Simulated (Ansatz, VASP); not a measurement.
# One calculation of HfO2, two programs

Contents of POSCAR:

```
HfO2
1.0
    0.0000000000      2.5291822925      2.5291822925
    2.5291822925      0.0000000000      2.5291822925
    2.5291822925      2.5291822925      0.0000000000
Hf O
1 2
Direct
    0.0000000000      0.0000000000      0.0000000000
    0.2500000000      0.2500000000      0.2500000000
    0.7500000000      0.7500000000      0.7500000000
```

The input INCAR.step1:

```
SYSTEM = HfO2
ALGO = Normal
EDIFF = 1E-5
ENCUT = 520
GGA = PE
ISIF = 2
ISMEAR = 0
LASPH = .TRUE.
LCHARG = .FALSE.
LREAL = .FALSE.
LWAVE = .TRUE.
NBANDS = 18
NELM = 60
PREC = Accurate
SIGMA = 0.01
```

Contents of INCAR.step2:

```
SYSTEM = HfO2
AEXX = 0.25
ALGO = Normal
EDIFF = 1E-6
ENCUT = 520
GGA = PE
ISIF = 2
ISMEAR = 0
ISTART = 1
LASPH = .TRUE.
LCHARG = .FALSE.
LHFCALC = .TRUE.
LREAL = .FALSE.
LWAVE = .FALSE.
NBANDS = 18
NELM = 60
PREC = Accurate
PRECFOCK = Normal
SIGMA = 0.01
```

KPOINTS

```
k-points
0
G
  6 6 6
  0 0 0
```

Input for Ansatz:

```yaml
crystal:
  lattice:
    - [0.0, 2.5291822925, 2.5291822925]
    - [2.5291822925, 0.0, 2.5291822925]
    - [2.5291822925, 2.5291822925, 0.0]
  atoms:
    - { symbol: Hf, position: [0.0, 0.0, 0.0] }
    - { symbol: O, position: [0.25, 0.25, 0.25] }
    - { symbol: O, position: [0.75, 0.75, 0.75] }
kpoints:
  mp_grid: { grid: [6, 6, 6] }
  band_path:
    path:
      - [0.0, 0.0, 0.0]
      - [0.5, 0.0, 0.5]
      - [0.625, 0.25, 0.625]
      - [0.375, 0.375, 0.75]
      - [0.5, 0.5, 0.5]
      - [0.5, 0.25, 0.75]
      - [0.0, 0.5, 0.5]
    npoints: 1
hamiltonian:
  xc: pbe0
scf:
  occupations: { method: fixed }
  n_extra_bands: 4
output:
  forces: true
  stress: true
  eigenvalues: true
  write_density: true
  write_potential: true
  elf: true
  volumetric_format: npy
```

Alike in both runs: task single point; functional PBE0; k mesh 6 × 6 × 6; no spin polarisation.

|  | VASP | Ansatz |
| --- | --- | --- |
| version | VASP 6.6.1 | Ansatz 0.2.0 |
| potentials or method | VASP PAW PBE potentials, release 64 (Hf_pv, O) | plane waves, PAW |
| plane-wave cutoff (eV) | 520 | 420 |
| occupations | gaussian, width 0.01 eV | fixed |
| valence electrons in the cell | 22 | 38 |

Ansatz gave:

| Property | Result |
| --- | --- |
| gap on the k mesh at the Fermi level (eV) | 6.16 |
| pressure (GPa) | -0.2 |

**Question.** What did VASP give for the same quantities?

**Answer.** gap on the k mesh at the Fermi level (eV): 6.12; pressure (GPa): -5.2.

One of these differences is far larger than is usual between the two programs; its cause wasn't traced. VASP's potentials hold 22 valence electrons a cell and Ansatz's 38, so a difference there can come from the potentials and not from the codes. Ansatz's warnings: stress exchange threshold loose, stress scf threshold loose.

Neither program's run includes spin-orbit coupling.
